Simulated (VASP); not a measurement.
SiNi:

```
CELL_PARAMETERS angstrom
0.00000 3.39706 5.59850
5.13841 0.00000 5.59850
5.13841 3.39706 0.00000
ATOMIC_POSITIONS crystal
Si 0.25747 0.32837 0.49253
Si 0.75747 0.82837 0.99253
Si 0.24253 0.17163 0.00747
Si 0.74253 0.67163 0.50747
Si 0.17163 0.74253 0.57837
Si 0.67163 0.24253 0.07837
Si 0.32837 0.75747 0.92163
Si 0.82837 0.25747 0.42163
Ni 0.21508 0.47349 0.03492
Ni 0.71508 0.97349 0.53492
Ni 0.28492 0.02651 0.46508
Ni 0.78492 0.52651 0.96508
Ni 0.02651 0.78492 0.22349
Ni 0.52651 0.28492 0.72349
Ni 0.47349 0.71508 0.27651
Ni 0.97349 0.21508 0.77651
```

Base run:

- Program: VASP 6.6.1
- Functional: PBEsol
- Potentials or basis: VASP PAW PBE potentials, release 64 (Si, Ni)
- Cutoff: 600 eV
- k mesh: 4 × 4 × 4
- Occupations: methfessel-paxton, width 0.1 eV
- Spin: no spin polarisation

Its results: band gap on the k mesh zero (bands 56 and 57 overlap by 0.45 eV); pressure -5.9 GPa; largest force 0.059 eV/Å.

Task: The run is repeated on the same cell with these changes: functional from PBEsol to PBE. What comes out?

Result: Band gap on the k mesh zero (bands 56 and 57 overlap by 0.45 eV); pressure 0.0 GPa; largest force 0.016 eV/Å.

PBE binds less tightly than PBEsol, so the same cell stands under more pressure.

Caveats: the cell stands under tension (at least some runs); the PAW data sets were made with another functional, which shifts forces and pressure a little (at least some runs).
